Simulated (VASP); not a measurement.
# OsRu2: single point with PBE

Crystal: OsRu2.

```xyz
3
Lattice="4.2697 0.0000 0.0000 -2.1348 3.6977 0.0000 0.0000 0.0000 2.7029" Properties=species:S:1:pos:R:3 pbc="T T T"
Ru    0.0000    2.4651    1.3514
Ru    2.1348    1.2326    1.3514
Os    0.0000    0.0000    0.0000
```

```json
{"Program": "VASP 6.6.1", "Task": "single point", "Functional": "PBE", "Potentials or basis": "VASP PAW PBE potentials, release 64 (Ru_pv, Os)", "Cutoff": "520 eV", "k mesh": "6 × 6 × 6", "Occupations": "gaussian, width 0.1 eV", "Spin": "no spin polarisation"}
```

```
Pressure               : -0.1 GPa
Band gap on the k mesh : zero (bands 18 and 19 overlap by 2.87 eV)
```

Stress tensor (GPa, compression positive):
```
 0.02  0.00  0.00
 0.00  0.02  0.00
 0.00  0.00 -0.21
```

Levels at points of the mesh, in eV from the Fermi level:
```csv
k point,band 16,band 17,band 18,band 19,band 20,band 21
"(0.00, 0.00, 0.00)",-2.18,-1.56,-1.56,-1.38,-1.38,1.88
"(0.50, 0.00, 0.00)",-1.32,-1.13,0.52,0.68,0.92,0.95
"(0.00, 0.00, 0.50)",-2.03,1.09,1.09,1.56,1.56,2.21
"(0.50, 0.00, 0.50)",-0.87,-0.78,0.16,1.21,1.71,1.99
```

It took 27 s on 1 thread of AMD EPYC 7R13 Processor (Zen 3), with other jobs on the host, peak memory 0.14 GiB.

Caveat: the k points lie up to 0.39 Å⁻¹ apart, too coarse for converged energies and pressures of a metal; spin-orbit coupling is left out, which moves the levels of the heavy elements.
